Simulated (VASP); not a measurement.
AlRu:

```xyz
2
Lattice="2.9916 0.0000 0.0000 0.0000 2.9916 0.0000 0.0000 0.0000 2.9916" Properties=species:S:1:pos:R:3 pbc="T T T"
Ru    1.4958    1.4958    1.4958
Al    0.0000    0.0000    0.0000
```

* Program: VASP 6.6.1
* Task: relaxation of cell and atoms
* Functional: PBEsol
* Dispersion: D4
* Potentials or basis: VASP PAW PBE potentials, release 64 (Ru_pv, Al)
* Cutoff: 600 eV
* k mesh: 9 × 9 × 9
* Occupations: fermi-dirac, width 0.05 eV
* Spin: no spin polarisation

At the start: pressure -6.3 GPa; volume 13.39 Å³/atom.

Task: Where does the relaxation end?

Result: Over 3 steps the energy falls by 7.9 meV/atom and the volume is 13.00 Å³/atom (-2.9 %); space group Pm-3m (No. 221, to 0.1 Å) before and after.

Step by step:
```csv
step,energy change (eV),largest force (eV/Å),pressure (GPa),volume (Å³)
1,0.0000,0.0000,-6.31,26.77
2,0.0282,0.0000,12.17,24.78
3,-0.0158,0.0000,-0.07,26.01
```

Final structure:
```xyz
2
Lattice="2.9627 0.0000 0.0000 0.0000 2.9627 0.0000 0.0000 0.0000 2.9627" Properties=species:S:1:pos:R:3 pbc="T T T"
Ru    1.4813    1.4813    1.4813
Al    0.0000    0.0000    0.0000
```

Caveat: the PAW data sets were made with another functional, which shifts forces and pressure a little.
